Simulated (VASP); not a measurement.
Runs of VASP 6.6.1 on Mg3Co. The structure is cubic, space group Fm-3m (No. 225). The conventional cell has a = 6.508 Å, b = 6.508 Å, c = 6.508 Å, α = 90.00°, β = 90.00°, γ = 90.00°. Mg (site symmetry -43m) has 10 Mg at 2.82 to 3.25 Å and 4 Co at 2.82 Å within 3.7 Å. Mg (site symmetry m-3m) has 8 Mg at 2.82 Å and 6 Co at 3.25 Å within 3.7 Å. Within 3.7 Å of Co (site symmetry m-3m) lie 14 Mg at 2.82 to 3.25 Å. 

| spin | fixed moment (μB) | pressure (GPa) | moment (μB) |
| --- | --- | --- | --- |
| collinear, ferrimagnetic start | 0.8 | -2.6 | 0.80 |
| collinear, zero start | 0.0 | -3.3 | 0.00 |
| collinear, ferromagnetic start | 2.2 | (a) | 2.20 |
| collinear, ferromagnetic start | 1.5 | (b) | 1.50 |
| collinear, ferromagnetic start | 3.0 | 1.8 | 3.00 |

Alike in all rows: task single point; level PBE+D3(BJ); potentials or basis VASP PAW PBE potentials, release 64 (Mg, Co); cell as given; k mesh 7 × 7 × 7; cutoff (eV) 520; smearing fermi-dirac 0.1 eV.

Q: Estimate the missing entries.

A: (a) -0.3; (b) -1.5.

Caveats: the total moment is fixed, so each spin has its own Fermi level.
